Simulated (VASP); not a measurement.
# ZrB2 (Cmmm) in VASP: a series of runs, part 2 of 2

VASP 6.6.1. The steps go on from the part before.

## 3. Electric field gradients, r2SCAN

The input, POSCAR:

```
ZrB2
1.0
    3.1700000000      0.0000000000      0.0000000000
   -1.5850000000      2.7453005300      0.0000000000
    0.0000000000      0.0000000000      3.5330000000
Zr B
1 2
Direct
    0.0000000000      0.0000000000      0.0000000000
    0.2066666666      0.6033333334      0.5000000000
    0.7933333334      0.3966666666      0.5000000000
```

The input, INCAR.step1:

```
SYSTEM = ZrB2
ALGO = Normal
EDIFF = 1E-5
ENCUT = 460
GGA = PE
GGA_COMPAT = .False.
ISMEAR = -1
ISYM = 0
LASPH = .True.
LCHARG = .False.
LREAL = .False.
LWAVE = .True.
NBANDS = 16
NELM = 120
PREC = Accurate
SIGMA = 0.05
```

The input, INCAR.step2:

```
SYSTEM = ZrB2
ALGO = Normal
EDIFF = 1E-8
ENCUT = 460
GGA_COMPAT = .False.
ISIF = 2
ISMEAR = -1
ISTART = 1
ISYM = 0
LASPH = .True.
LCHARG = .False.
LEFG = .True.
LMIXTAU = .True.
LREAL = .False.
LWAVE = .False.
METAGGA = R2SCAN
NBANDS = 16
NELM = 120
PREC = Accurate
SIGMA = 0.05
```

The input, KPOINTS:

```
Automatic mesh
0
Gamma
  10 10 8
  0.5 0.5 0.5
```

Potentials or basis: VASP PAW PBE potentials, release 64 (Zr_sv, B).

Launch:

```sh
$ cat potpaw_PBE.64/Zr_sv/POTCAR potpaw_PBE.64/B/POTCAR > POTCAR
$ cp INCAR.step1 INCAR
$ mpirun -np 1 vasp_std > vasp.out
$ cp INCAR.step2 INCAR
$ mpirun -np 1 vasp_std > vasp.out
```

OUTCAR:

```text
SYSTEM = ZrB2
   EDIFF = 1E-8
   ENCUT = 460
   ISIF = 2
   ISMEAR = -1
   ISTART = 1
   ISYM = 0
   LASPH = .True.
   LREAL = .False.
   METAGGA = R2SCAN
   NELM = 120
   PREC = Accurate

 ion  position               nearest neighbor table
   1  0.000  0.000  0.000-   2 2.44   3 2.44   2 2.44   3 2.44   2 2.44   2 2.44   3 2.44   3 2.44
                             3 2.80   3 2.80   2 2.80   2 2.80
   2  0.207  0.603  0.500-   3 1.13   1 2.44   1 2.44   1 2.44   1 2.44   1 2.80   1 2.80
   3  0.793  0.397  0.500-   2 1.13   1 2.44   1 2.44   1 2.44   1 2.44   1 2.80   1 2.80

IMPORTANT INFORMATION: All symmetrisations will be switched off!
NOSYMM: (Re-)initialisation of all symmetry stuff for point group C_1.

----------------------------------------------------------------------------------------

                                     Primitive cell

  volume of cell :      30.7463

  direct lattice vectors                    reciprocal lattice vectors
     3.170000000  0.000000000  0.000000000     0.315457413  0.182129422  0.000000000
    -1.585000000  2.745300530  0.000000000     0.000000000  0.364258845  0.000000000
     0.000000000  0.000000000  3.533000000     0.000000000  0.000000000  0.283045570

  length of vectors
     3.170000000  3.170000000  3.533000000     0.364258845  0.364258845  0.283045570

  position of ions in fractional coordinates (direct lattice)
     0.000000000  0.000000000  0.000000000
     0.206666667  0.603333333  0.500000000
     0.793333333  0.396666667  0.500000000

  ion indices of the primitive-cell ions
   primitive index   ion index
                 1           1
[... 571 lines left out ...]
      4     -17.1535      2.00000
      5      -1.6834      2.00000
      6       4.2307      2.00000
[... 8 lines left out ...]
     15      18.3553      0.00000
     16      19.2496      0.00000

 [... further k-points ...]

------------------------ aborting loop because EDIFF is reached ----------------------------------------

  FORCE on cell =-STRESS in cart. coord.  units (eV):
  Direction    XX          YY          ZZ          XY          YZ          ZX
  --------------------------------------------------------------------------------------
  -------------------------------------------------------------------------------------
  Total       26.9160387     11.5163946      0.1331322     13.3364654     -0.0000000      0.0000000
  in kB     1402.5841721    600.1147862      6.9374677    694.9579550     -0.0000004      0.0000002
  external PRESSURE =     669.8788087 kB  Pullay stress =       0.0000000 kB

 VOLUME and BASIS-vectors are now :
 -----------------------------------------------------------------------------
  energy-cutoff  :      460.00
  volume of cell :       30.75
      direct lattice vectors                 reciprocal lattice vectors
     3.170000000  0.000000000  0.000000000     0.315457413  0.182129422  0.000000000
    -1.585000000  2.745300530  0.000000000     0.000000000  0.364258845  0.000000000
     0.000000000  0.000000000  3.533000000     0.000000000  0.000000000  0.283045570

 POSITION                                       TOTAL-FORCE (eV/Angst)
 -----------------------------------------------------------------------------------
      0.00000      0.00000      0.00000        -0.000000      0.000000     -0.000000
     -0.30115      1.65633      1.76650        29.784157     17.195893     -0.000000
      1.88615      1.08897      1.76650       -29.784157    -17.195893      0.000000
 -----------------------------------------------------------------------------------
    total drift:                                0.000000     -0.000000     -0.000000

  FREE ENERGIE OF THE ION-ELECTRON SYSTEM (eV)
  ---------------------------------------------------
  free  energy   TOTEN  =       -33.5876872546 eV

  energy  without entropy=      -33.5844385581  energy(sigma->0) =      -33.58606291

 Electric field gradients (V/A^2)
---------------------------------------------------------------------
 ion       V_xx      V_yy      V_zz      V_xy      V_xz      V_yz
---------------------------------------------------------------------
   1      15.827   -19.548     3.721    30.636     0.000     0.000
   2      -1.806     2.607    -0.801    -3.822     0.000    -0.000
   3      -1.806     2.608    -0.801    -3.822     0.000    -0.000
---------------------------------------------------------------------

 Electric field gradients after diagonalization (V/A^2)
 (convention: |V_zz| > |V_xx| > |V_yy|)
----------------------------------------------------------------------
 ion       V_xx      V_yy      V_zz     asymmetry (V_yy - V_xx)/ V_zz
----------------------------------------------------------------------
   1      33.515     3.721   -37.236       0.800
   2      -4.013    -0.801     4.814       0.667
   3      -4.013    -0.801     4.814       0.667
----------------------------------------------------------------------

           NMR quadrupolar parameters

 Cq : quadrupolar parameter    Cq=e*Q*V_zz/h
 eta: asymmetry parameters     (V_yy - V_xx)/ V_zz
 Q  : nuclear electric quadrupole moment in mb (millibarn)
----------------------------------------------------------------------
 ion       Cq(MHz)       eta       Q (mb)
----------------------------------------------------------------------
   1      -0.090       0.800       1.000
   2       0.012       0.667       1.000
   3       0.012       0.667       1.000
----------------------------------------------------------------------
```

OUTCAR.step1:

```text
SYSTEM = ZrB2
   EDIFF = 1E-5
   ENCUT = 460
   GGA = PE
   ISMEAR = -1
   ISYM = 0
   LASPH = .True.
   LREAL = .False.
   NELM = 120
[... 641 lines left out ...]
      0.00000      0.00000      0.00000        -0.000000     -0.000000      0.000000
     -0.30115      1.65633      1.76650        29.651075     17.119056     -0.000001
      1.88615      1.08897      1.76650       -29.651075    -17.119056      0.000000
 -----------------------------------------------------------------------------------
    total drift:                                0.000001      0.000000     -0.000000

  FREE ENERGIE OF THE ION-ELECTRON SYSTEM (eV)
  ---------------------------------------------------
  free  energy   TOTEN  =       -17.9652412348 eV

  energy  without entropy=      -17.9618086483  energy(sigma->0) =      -17.96352494
```

OSZICAR.step1:

```text
N       E                     dE             d eps       ncg     rms          rms(c)
DAV:   1     0.102308074882E+03    0.10231E+03   -0.90942E+03 38424   0.102E+03
DAV:   2    -0.213861680113E+02   -0.12369E+03   -0.11862E+03 51488   0.281E+02
DAV:   3    -0.253533059546E+02   -0.39671E+01   -0.39477E+01 56224   0.445E+01
DAV:   4    -0.254059641411E+02   -0.52658E-01   -0.52638E-01 49064   0.462E+00
DAV:   5    -0.254069609307E+02   -0.99679E-03   -0.99678E-03 55144   0.441E-01    0.223E+01
DAV:   6    -0.180083124179E+02    0.73986E+01   -0.22301E+01 48184   0.286E+01    0.829E+00
DAV:   7    -0.179788074294E+02    0.29505E-01   -0.12736E+00 45120   0.702E+00    0.524E+00
DAV:   8    -0.179670776415E+02    0.11730E-01   -0.13818E-01 52096   0.245E+00    0.749E-01
DAV:   9    -0.179654531872E+02    0.16245E-02   -0.13670E-02 48200   0.791E-01    0.199E-01
DAV:  10    -0.179652261695E+02    0.22702E-03   -0.16944E-03 45064   0.341E-01    0.534E-02
DAV:  11    -0.179652437866E+02   -0.17617E-04   -0.11297E-04 47752   0.964E-02    0.418E-02
DAV:  12    -0.179652412348E+02    0.25518E-05   -0.51416E-06 25960   0.182E-02
   1 F= -.17965241E+02 E0= -.17963525E+02  d E =-.343259E-02
```

It took 10 min on 1 thread of Intel Xeon 6975P-C (Granite Rapids), shared host; peak memory 0.56 GiB.

Results:

```yaml
Free_energy: -33.5877 eV
Pressure: 67.0 GPa
Largest_force: 34.392 eV/Å
Band_gap_on_the_k_mesh: zero (bands 9 and 10 overlap by 1.53 eV)
Largest_electric_field_gradient_by_atom: Zr -37.2; B +4.8 V/Å²
```

Forces in eV/Å, atoms in the order of the input:
```
Zr    0.000   0.000   0.000
B    29.784  17.196   0.000
B   -29.784 -17.196   0.000
```

Levels at points of the mesh, in eV from the Fermi level:
```
           k point  band 6  band 7  band 8  band 9  band 10  band 11  band 12  band 13
(0.05, 0.05, 0.06)   -4.51   -3.55   -1.95   -0.66     0.41     2.99     3.60     4.01
```

Electric field gradients, principal values (V/Å²):
```
atom   least  middle  greatest (by size)
1 Zr   3.721  33.515             -37.236
 2 B  -0.801  -4.013               4.814
 3 B  -0.801  -4.013               4.814
```

Caveat: atoms lie so close that the PAW spheres overlap strongly, which falsifies energies and pressures; the stress differs along the axes, from 1 to 140 GPa; without QUAD_EFG the Cq values of the log hold for a quadrupole moment of 1 mb, not for the nuclei; the PAW data sets were made with another functional, which shifts forces and pressure a little.
